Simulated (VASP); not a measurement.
# N2 in VASP: further runs

The runs below take N2 through single point, relaxation of the atoms, with revPBE.

All numbers are computed with VASP 6.6.1; they aren't measurements. Logs are shortened: lines on timing, memory, paths and dates and some standing lists are left out, and cuts for length are marked.

## (1) The cell of the first run

The cell holds a molecule in a box, 2 atoms: a = 12.000 Å, b = 12.300 Å, c = 12.600 Å, α = 90.00°, β = 90.00°, γ = 90.00°.

## (2) Single point, revPBE

Contents of INCAR:

```
SYSTEM = N
PREC = Accurate ; ENCUT = 520
EDIFF = 1E-6 ; ISMEAR = -1
SIGMA = 0.01 ; LREAL = .False.
LASPH = .True. ; NELM = 60
ALGO = Normal ; ISIF = 2
LWAVE = .False. ; LCHARG = .False.
GGA = RE ; NBANDS = 12
```

Contents of KPOINTS:

```
regular mesh
0
Gamma
  1 1 1
  0 0 0
```

Contents of POSCAR:

```
N
1.0
   12.0000000000      0.0000000000      0.0000000000
    0.0000000000     12.3000000000      0.0000000000
    0.0000000000      0.0000000000     12.6000000000
N
2
Direct
    0.5000000000      0.5000000000      0.4561425814
    0.5000000000      0.5000000000      0.5438574186
```

Potentials or basis: VASP PAW PBE potentials, release 64 (N).

On the command line:

```
cat potpaw_PBE.64/N/POTCAR > POTCAR
mpirun -np 1 vasp_gam > vasp.out
```

OUTCAR:

```text
SYSTEM = N
   PREC = Accurate
   ENCUT = 520
   EDIFF = 1E-6
   ISMEAR = -1
   LREAL = .False.
   LASPH = .True.
   NELM = 60
   ISIF = 2
   GGA = RE

 ion  position               nearest neighbor table
   1  0.500  0.500  0.456-   2 1.11
   2  0.500  0.500  0.544-   1 1.11

  LATTYP: Found a simple orthorhombic cell.
 ALAT       =    12.0000000000
 B/A-ratio  =     1.0250000000
 C/A-ratio  =     1.0500000000

  Lattice vectors:

 A1 = (  12.0000000000,   0.0000000000,   0.0000000000)
 A2 = (   0.0000000000,  12.3000000000,   0.0000000000)
 A3 = (   0.0000000000,   0.0000000000,  12.6000000000)

Analysis of symmetry for initial positions (statically):
=====================================================================
 Subroutine PRICEL returns:
 Original cell was already a primitive cell.

 Routine SETGRP: Setting up the symmetry group for a
 simple orthorhombic supercell.

 Subroutine GETGRP returns: Found  8 space group operations
 (whereof  8 operations were pure point group operations)
 out of a pool of  8 trial point group operations.

The static configuration has the point symmetry D_2h.

Analysis of symmetry for dynamics (positions and initial velocities):
=====================================================================
 Subroutine PRICEL returns:
 Original cell was already a primitive cell.

 Routine SETGRP: Setting up the symmetry group for a
 simple orthorhombic supercell.

 Subroutine GETGRP returns: Found  8 space group operations
 (whereof  8 operations were pure point group operations)
 out of a pool of  8 trial point group operations.

The dynamic configuration has the point symmetry D_2h.

 Subroutine INISYM returns: Found  8 space group operations
 (whereof  8 operations are pure point group operations),
 and found     1 'primitive' translations

----------------------------------------------------------------------------------------

                                     Primitive cell

  volume of cell :    1859.7600

  direct lattice vectors                    reciprocal lattice vectors
    12.000000000  0.000000000  0.000000000     0.083333333  0.000000000  0.000000000
     0.000000000 12.300000000  0.000000000     0.000000000  0.081300813  0.000000000
     0.000000000  0.000000000 12.600000000     0.000000000  0.000000000  0.079365079

  length of vectors
    12.000000000 12.300000000 12.600000000     0.083333333  0.081300813  0.079365079

  position of ions in fractional coordinates (direct lattice)
     0.500000000  0.500000000  0.456142581
     0.500000000  0.500000000  0.543857419

  ion indices of the primitive-cell ions
   primitive index   ion index
                 1           1
                 2           2

----------------------------------------------------------------------------------------

 KPOINTS: regular mesh

Automatic generation of k-mesh.
 Grid dimensions read from file:
 generate k-points for:    1    1    1

 Generating k-lattice:

  Cartesian coordinates                     Fractional coordinates (reciprocal lattice)
     0.083333333  0.000000000  0.000000000     1.000000000  0.000000000  0.000000000
     0.000000000  0.081300813  0.000000000     0.000000000  1.000000000  0.000000000
     0.000000000  0.000000000  0.079365079     0.000000000  0.000000000  1.000000000

  Length of vectors
     0.083333333  0.081300813  0.079365079

  Shift w.r.t. Gamma in fractional coordinates (k-lattice)
     0.000000000  0.000000000  0.000000000

 Subroutine IBZKPT returns following result:
 ===========================================

 Found      1 irreducible k-points:

 Following reciprocal coordinates:
            Coordinates               Weight
  0.000000  0.000000  0.000000      1.000000
   k-points           NKPTS =      1   k-points in BZ     NKDIM =      1   number of bands    NBANDS=     12
   number of dos      NEDOS =    301   number of ions     NIONS =      2
   total plane-waves  NPLWV = 829440
   dimension x,y,z NGX =    90 NGY =   96 NGZ =   96
   dimension x,y,z NGXF=   180 NGYF=  192 NGZF=  192
   ions per type =               2
   NGX,Y,Z   is equivalent  to a cutoff of  12.47, 12.98, 12.67 a.u.
   NGXF,Y,Z  is equivalent  to a cutoff of  24.94, 25.95, 25.33 a.u.
 SYSTEM =  N
   PREC   = accura    normal or accurate (medium, high low for compatibility)
   ISTART =      0    job   : 0-new  1-cont  2-samecut
   ICHARG =      2    charge: 1-file 2-atom 10-const
   ISPIN  =      1    spin polarized calculation?
   LNONCOLLINEAR =      F non collinear calculations
   LSORBIT =      F    spin-orbit coupling
   LASPH  =      T    aspherical Exc in radial PAW
   ENCUT  =  520.0 eV  38.22 Ry    6.18 a.u.  22.31 22.87 23.43*2*pi/ulx,y,z
   NELM   =     60;   NELMIN=  2; NELMDL= -5     # of ELM steps
   EDIFF  = 0.1E-05   stopping-criterion for ELM
   LREAL  =      F    real-space projection
   EDIFFG = 0.1E-04   stopping-criterion for IOM
   NSW    =      0    number of steps for IOM
   IBRION =     -1    ionic relax: 0-MD 1-quasi-New 2-CG
   NFREE  =      0    steps in history (QN), initial steepest desc. (CG)
   ISIF   =      2    stress and relaxation
   ISYM   =      2    0-nonsym 1-usesym 2-fastsym
   POTIM  = 0.5000    time-step for ionic-motion
   TEBEG  =    0.0;   TEEND  =   0.0 temperature during run
   PSTRESS=    0.0 pullay stress
   NELECT =      10.0000    total number of electrons
   NUPDOWN=      -1.0000    fix difference up-down
   EMIN   =  10.00;   EMAX   =-10.00  energy-range for DOS
   EFERMI =   0.00;   METHOD = LEGACY
   ISMEAR =    -1;   SIGMA  =   0.01  broadening in eV -4-tet -1-fermi 0-gaus
   EFERMI_NEDOS =   21; number of points for ismear=-14 and -15
   IALGO  =     38    algorithm
   IMIX   =      4    mixing-type and parameters
     AMIX     =   0.40;   BMIX     =  1.00
     AMIX_MAG =   1.60;   BMIX_MAG =  1.00
  volume/ion in A,a.u.               =     929.88      6275.14
  Fermi-wavevector in a.u.,A,eV,Ry     =   0.286807  0.541986  1.119189  0.082258
  Thomas-Fermi vector in A             =   1.141954
   LORBIT       =      0    0 simple, 1 ext, 2 COOP (PROOUT), +10 PAW based schemes
   GGA     = RE    functional components
   LHFCALC =     F    Hartree Fock is set to
   AEXX    =    0.0000 exact exchange contribution
   IVDW    =     0    specifies the selected vdW correction
   LEPSILON=     F    determine dielectric tensor
   LRPA    =     F    only Hartree local field effects (RPA)
 non-spin polarized calculation
  energy-cutoff  :      520.00
  volume of cell :     1859.76
 maximum number of plane-waves:     25042
 NGX is ok and might be reduce to    90
   NGX = 45   NGY = 45   NGZ = 47

 number of electron      10.0000003 magnetization

 Free energy of the ion-electron system (eV)
  ---------------------------------------------------
  ext. energy  EPLUGINS =         0.00000000
  ---------------------------------------------------
  free energy    TOTEN  =       -16.34634481 eV

  energy without entropy =      -16.34634481  energy(sigma->0) =      -16.34634481

 E-fermi :  -9.8058     XC(G=0):  -0.3793

 val. band max:      -10.0810095345   @ k =   0.0000   0.0000   0.0000
 cond. band min:      -1.8903774627   @ k =   0.0000   0.0000   0.0000
 fundamental gap:      8.1906320718
 Fermi energy:        -9.8058405419

 k-point     1 :       0.0000    0.0000    0.0000
  band No.  band energies     occupation
      1     -28.2236      2.00000
      2     -13.4329      2.00000
      3     -11.4587      2.00000
      4     -11.4586      2.00000
      5     -10.0810      2.00000
      6      -1.8904      0.00000
      7      -1.8903      0.00000
      8      -0.2227      0.00000
      9       0.6810      0.00000
     10       0.6820      0.00000
     11       0.6912      0.00000
     12       0.7294      0.00000

------------------------ aborting loop because EDIFF is reached ----------------------------------------

  FORCE on cell =-STRESS in cart. coord.  units (eV):
  Direction    XX          YY          ZZ          XY          YZ          ZX
  --------------------------------------------------------------------------------------
  -------------------------------------------------------------------------------------
  Total       -0.0606980     -0.0619251      1.8439133      0.0000000      0.0000000      0.0000000
  in kB       -0.0522911     -0.0533483      1.5885254      0.0000000      0.0000000      0.0000000
  external PRESSURE =       0.4942953 kB  Pullay stress =       0.0000000 kB

 VOLUME and BASIS-vectors are now :
 -----------------------------------------------------------------------------
  energy-cutoff  :      520.00
  volume of cell :     1859.76
      direct lattice vectors                 reciprocal lattice vectors
    12.000000000  0.000000000  0.000000000     0.083333333  0.000000000  0.000000000
     0.000000000 12.300000000  0.000000000     0.000000000  0.081300813  0.000000000
     0.000000000  0.000000000 12.600000000     0.000000000  0.000000000  0.079365079

 POSITION                                       TOTAL-FORCE (eV/Angst)
 -----------------------------------------------------------------------------------
      6.00000      6.15000      5.74740         0.000000      0.000000     -1.746351
      6.00000      6.15000      6.85260         0.000000      0.000000      1.746351
 -----------------------------------------------------------------------------------
    total drift:                                0.000000     -0.000000     -0.000000

  FREE ENERGIE OF THE ION-ELECTRON SYSTEM (eV)
  ---------------------------------------------------
  free  energy   TOTEN  =       -16.3463448072 eV

  energy  without entropy=      -16.3463448072  energy(sigma->0) =      -16.34634481
```

It took 1.8 min on 1 thread of AMD EPYC 7R43 (Zen 3), shared host; peak memory 1.1 GiB.

What came out:

```
Free energy                     : -16.3463 eV
Largest force                   : 1.746 eV/Å
Gap between the frontier levels : 8.19 eV
```

Forces on the atoms (eV/Å):
```
N    0.000  0.000 -1.746
N    0.000  0.000  1.746
```

Levels at points of the mesh, in eV from the valence-band top:
| k point | band 3 | band 4 | band 5 | band 6 | band 7 | band 8 |
| --- | --- | --- | --- | --- | --- | --- |
| (0.00, 0.00, 0.00) | -1.38 | -1.38 | 0.00 | 8.19 | 8.19 | 9.86 |

Caveat: the standard files for N, O and F lose accuracy on very short bonds; the PAW data sets were made with another functional, which shifts forces and pressure a little.

## (3) Single point, revPBE

Contents of INCAR:

```
ALGO = Normal
EDIFF = 1E-6
ENCUT = 520
GGA = RE
ISIF = 2
ISMEAR = -1
LASPH = T
LCHARG = F
LREAL = F
LWAVE = F
NBANDS = 12
NELM = 60
PREC = Accurate
SIGMA = 0.01
```

Contents of KPOINTS:

```
k-points
0
Gamma
  1 1 1
```

POSCAR is that of step 2.

Potentials or basis: VASP PAW PBE potentials, release 64 (N).

On the command line:

```
cat potpaw_PBE.64/N/POTCAR > POTCAR
mpirun -np 1 vasp_gam > vasp.out
```

It took 1.8 min on 1 thread of AMD EPYC 7R43 (Zen 3), shared host; peak memory 1.1 GiB.

Results (log left out):

```
Free energy                     : -16.3463 eV
Largest force                   : 1.746 eV/Å
Gap between the frontier levels : 8.19 eV
```

Forces in eV/Å, atoms in the order of the input:
```
N    0.000  0.000 -1.746
N    0.000  0.000  1.746
```

Levels at points of the mesh, in eV from the valence-band top:
| k point | band 3 | band 4 | band 5 | band 6 | band 7 | band 8 |
| --- | --- | --- | --- | --- | --- | --- |
| (0.00, 0.00, 0.00) | -1.38 | -1.38 | 0.00 | 8.19 | 8.19 | 9.86 |

Caveat: the standard files for N, O and F lose accuracy on very short bonds; the PAW data sets were made with another functional, which shifts forces and pressure a little.

## (4) Relaxation of the atoms, revPBE

Contents of INCAR:

```
SYSTEM = N
PREC = Accurate
ENCUT = 520
EDIFF = 1E-7
ISMEAR = -1
SIGMA = 0.01
LREAL = .FALSE.
LASPH = .TRUE.
NELM = 60
ALGO = Normal
ISIF = 2
LWAVE = .FALSE.
LCHARG = .FALSE.
GGA = RE
IBRION = 2
NSW = 80
EDIFFG = -0.01
```

Contents of KPOINTS:

```
regular mesh
0
G
  1 1 1
  0 0 0
```

Contents of POSCAR:

```
N
1.0
   12.0000000000      0.0000000000      0.0000000000
    0.0000000000     12.3000000000      0.0000000000
    0.0000000000      0.0000000000     12.6000000000
N
2
Direct
    0.5000000000      0.5000000000      0.4563492063
    0.5000000000      0.5000000000      0.5436507937
```

On the command line:

```
cat potpaw_PBE.64/N/POTCAR > POTCAR
mpirun -np 1 vasp_gam > vasp.out
```

It took 7.5 min on 1 thread of AMD EPYC 7R43 (Zen 3), shared host; peak memory 1.5 GiB.

It converged, with:

| Quantity | Value |
| --- | --- |
| Free energy | -16.3560 eV |
| Energy gained by relaxing | 10.5 meV/atom |
| Ionic steps | 11 |
| Largest force after relaxing | 0.009 eV/Å |
| Gap between the frontier levels | 8.06 eV |

Forces on the atoms (eV/Å):
```
N    0.000  0.000 -0.009
N    0.000  0.000  0.009
```

The path:
| step | energy change (eV) | largest force (eV/Å) | pressure (GPa) |
| --- | --- | --- | --- |
| 1 | 0.0000 | 2.6067 | 0.08 |
| 2 | 2.3091 | 14.6722 | -0.57 |
| 3 | 0.0115 | 2.9412 | -0.10 |
| 4 | -0.0209 | 0.2033 | -0.01 |
| 5 | -0.0210 | 0.0126 | -0.01 |
| 6 | -0.0210 | 0.0368 | 0.00 |
| 7 | -0.0210 | 0.0309 | 0.00 |
| 8 | -0.0210 | 0.0135 | -0.01 |
| 9 | -0.0210 | 0.0120 | 0.00 |
| 10 | -0.0210 | 0.0110 | -0.01 |
| 11 | -0.0210 | 0.0088 | -0.01 |

Final structure:
```xyz
2
Lattice="12.0000 0.0000 0.0000 0.0000 12.3000 0.0000 0.0000 0.0000 12.6000" Properties=species:S:1:pos:R:3 pbc="T T T"
N     6.0000    6.1500    5.7418
N     6.0000    6.1500    6.8582
```

Levels at points of the mesh, in eV from the valence-band top:
```csv
k point,band 2,band 3,band 4,band 5,band 6,band 7,band 8,band 9
"(0.00, 0.00, 0.00)",-3.44,-1.29,-1.29,0.00,8.06,8.06,9.86,10.75
```

Caveat: the standard files for N, O and F lose accuracy on very short bonds; the PAW data sets were made with another functional, which shifts forces and pressure a little.
